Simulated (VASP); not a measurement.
A run of VASP 6.6.1 is set up as follows.

INCAR

```
SYSTEM = Be
PREC = Accurate
ENCUT = 520
EDIFF = 1E-7
ISMEAR = 0
SIGMA = 0.15
LREAL = .FALSE.
LASPH = .TRUE.
NELM = 100
ALGO = Normal
ISIF = 2
LWAVE = .FALSE.
LCHARG = .TRUE.
GGA = PE
LELF = .TRUE.
LVHAR = .TRUE.
NBANDS = 9
```

KPOINTS

```
Automatic mesh
0
G
  24 24 14
  0 0 0
```

Contents of POSCAR:

```
Be
1.0
    2.4144770842      0.0000000000      0.0000000000
   -1.2072385421      2.0909984917      0.0000000000
    0.0000000000      0.0000000000      3.7809450000
Be
2
Direct
    0.3333333333      0.6666666667      0.2500000000
    0.6666666667      0.3333333333      0.7500000000
```

Potentials or basis: VASP PAW PBE potentials, release 64 (Be).

The run is started by

```bash
$ cat potpaw_PBE.64/Be/POTCAR > POTCAR
$ mpirun -np 1 vasp_std > vasp.out
```

Question: What does it give for the pressure?

Answer: -16.8 GPa.

Question: Estimate the band gap on the k mesh.

Answer: Zero (band 2 reaches 6.49 eV, above the bottom of band 3 at 4.55 eV).

Stress tensor (GPa, compression positive):
```
-16.37   0.00   0.00
  0.00 -16.37   0.00
  0.00   0.00 -17.74
```

Caveat: the cell differs from its parent crystal (strain +0.050 along x and y, +0.050 along z).
